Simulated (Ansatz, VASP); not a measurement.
**GaAs: VASP beside Ansatz**

```
CELL_PARAMETERS angstrom
0.00000 2.82984 2.82984
2.82984 0.00000 2.82984
2.82984 2.82984 0.00000
ATOMIC_POSITIONS crystal
Ga 0.00000 0.00000 0.00000
As 0.25000 0.25000 0.25000
```

Alike in both runs: task single point; functional PBEsol; k mesh 6 × 6 × 6; occupations gaussian, width 0.02 eV; no spin polarisation.

|  | VASP | Ansatz |
| --- | --- | --- |
| version | VASP 6.6.1 | Ansatz 0.2.0 |
| potentials or method | VASP PAW PBE potentials, release 64 (Ga_d, As), cutoff 500 eV | scalar-relativistic, plane waves, PAW |
| valence electrons in the cell | 18 | 28 |

Ansatz gave:

- gap on the k mesh at the Fermi level (eV): 0.42
- least direct gap on the mesh (eV): 0.42
- pressure (GPa): 0.0

Task: What did VASP give for the same quantities?

Result: gap on the k mesh at the Fermi level (eV): 0.43; least direct gap on the mesh (eV): 0.43; pressure (GPa): 0.1.

VASP's potentials were made for PBE, not for PBEsol, and Ansatz warns of the same on its side. VASP's potentials hold 18 valence electrons a cell and Ansatz's 28, so a difference there can come from the potentials and not from the codes.
